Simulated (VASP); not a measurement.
LiEu2CrCl6:

```
Eu Li Cr Cl
1.0
     0.00000    4.86550    4.86550
     4.86550    0.00000    4.86550
     4.86550    4.86550    0.00000
Eu Li Cr Cl
2 1 1 6
Direct
  0.25000 0.25000 0.25000
  0.75000 0.75000 0.75000
  0.50000 0.50000 0.50000
  0.00000 0.00000 0.00000
  0.23135 0.76865 0.76865
  0.76865 0.23135 0.76865
  0.76865 0.23135 0.23135
  0.23135 0.76865 0.23135
  0.76865 0.76865 0.23135
  0.23135 0.23135 0.76865
```

Base run:

- Program: VASP 6.6.1
- Functional: PBE
- Potentials or basis: VASP PAW PBE potentials, release 64 (Eu, Li_sv, Cr_pv, Cl)
- Cutoff: 520 eV
- k mesh: 4 × 4 × 4
- Occupations: fermi-dirac, width 0.1 eV
- Spin: collinear spin, ferrimagnetic start
- Starting moments: [7.75, 7.75, 0.0, -1.44, -0.01, -0.01, -0.01, -0.01, -0.01, -0.01] μB

Its results: net moment 12.94 μB per cell; site moments Eu +6.77; Li +0.00; Cr -1.47; Cl -0.01 μB; largest force 1.591 eV/Å.

The run is repeated on the same cell with these changes: further incar settings from ALGO = Normal; EDIFF = 1e-07; NBANDS = 60 to ALGO = Normal; EDIFF = 1e-06; NBANDS = 60; moments at the start from [7.75, 7.75, 0.0, -1.44, -0.01, -0.01, - to [7.0, -7.0, 0.0, 3.0, 0.0, 0.0, 0.0, 0.0. What comes out?

Net moment 1.32 μB per cell; site moments Eu +6.72, -6.76; Li -0.00; Cr +1.36; Cl +0.00 μB; largest force 1.593 eV/Å.

Caveats: forces of over 1 eV/Å act on the atoms, so gaps and moduli don't describe the material at rest.
